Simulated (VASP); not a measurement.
Input of a VASP 6.6.1 run:

Contents of INCAR:

```
PREC = Accurate
ENCUT = 520
EDIFF = 1E-6
ISMEAR = 0
SIGMA = 0.05
LREAL = False
LASPH = True
NELM = 60
ALGO = Normal
ISIF = 2
LWAVE = False
LCHARG = True
GGA = PE
LELF = True
LVHAR = True
NBANDS = 35
```

Contents of KPOINTS:

```
regular mesh
0
Gamma
  6 6 6
```

The input POSCAR:

```
Al2O3
1.0
    2.2623442438      1.3061650581      4.9389991301
   -2.2623442438      1.3061650581      4.9389991301
    0.0000000000     -2.6123301163      4.9389991301
Al O
4 6
Direct
    0.8597505612      0.8597505612      0.8597505612
    0.6402494388      0.6402494388      0.6402494388
    0.1402494388      0.1402494388      0.1402494388
    0.3597505612      0.3597505612      0.3597505612
    0.0561574040      0.4438425960      0.7500000000
    0.7500000000      0.0561574040      0.4438425960
    0.4438425960      0.7500000000      0.0561574040
    0.9438425960      0.5561574040      0.2500000000
    0.2500000000      0.9438425960      0.5561574040
    0.5561574040      0.2500000000      0.9438425960
```

Potentials or basis: VASP PAW PBE potentials, release 64 (Al, O).

Command:

```sh
$ cat potpaw_PBE.64/Al/POTCAR potpaw_PBE.64/O/POTCAR > POTCAR
$ mpirun -np 1 vasp_std > vasp.out
```

**Question.** Predict the band gap on the k mesh.

**Answer.** 4.35 eV.

**Question.** Predict the largest force.

**Answer.** 1.559 eV/Å.

**Question.** Predict the pressure.

**Answer.** 10.4 GPa.

Forces in eV/Å, atoms in the order of the input:
```
Al   0.000  0.000 -1.559
Al   0.000  0.000  1.559
Al   0.000  0.000  1.559
Al   0.000  0.000 -1.559
O    0.163  0.000  0.000
O   -0.081  0.141  0.000
O   -0.081 -0.141  0.000
O   -0.163  0.000  0.000
O    0.081 -0.141  0.000
O    0.081  0.141  0.000
```

Caveat: the cell stands under pressure; forces of over 1 eV/Å act on the atoms, so gaps and moduli don't describe the material at rest.
